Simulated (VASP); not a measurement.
A run of VASP 6.6.1 is set up as follows.

The input INCAR:

```
ALGO = Normal ; EDIFF = 1E-6
ENCUT = 520 ; GGA = PE
ISIF = 2 ; ISMEAR = 0
LASPH = T ; LCHARG = F
LREAL = F ; LWAVE = F
NBANDS = 28 ; NELM = 100
PREC = Accurate ; SIGMA = 0.05
```

The input KPOINTS:

```
k-points
0
Gamma
  6 6 6
```

The input POSCAR:

```
BaZrO3
1.0
    4.1913400000     -0.0209567000      0.0000000000
   -0.0209567000      4.1913400000      0.0000000000
    0.0000000000      0.0000000000      4.1913400000
Ba Zr O
1 1 3
Direct
    0.0000000000      0.0000000000      0.0000000000
    0.5000000000      0.5000000000      0.5000000000
    0.0000000000      0.5000000000      0.5000000000
    0.5000000000      0.0000000000      0.5000000000
    0.5000000000      0.5000000000      0.0000000000
```

Potentials or basis: VASP PAW PBE potentials, release 64 (Ba_sv, Zr_sv, O).

The run is started by

```bash
$ cat potpaw_PBE.64/Ba_sv/POTCAR potpaw_PBE.64/Zr_sv/POTCAR potpaw_PBE.64/O/POTCAR > POTCAR
$ mpirun -np 1 vasp_std > vasp.out
```

Q: What does it give for the pressure?

A: 5.1 GPa.

Q: Predict the band gap on the k mesh.

A: 3.15 eV, indirect (least direct gap 3.36 eV).

Stress tensor (GPa, compression positive):
```
5.10 0.89 0.00
0.89 5.10 0.00
0.00 0.00 5.10
```

Caveat: spin-orbit coupling is left out, which moves the levels of the heavy elements. A k mesh can miss the band edges.
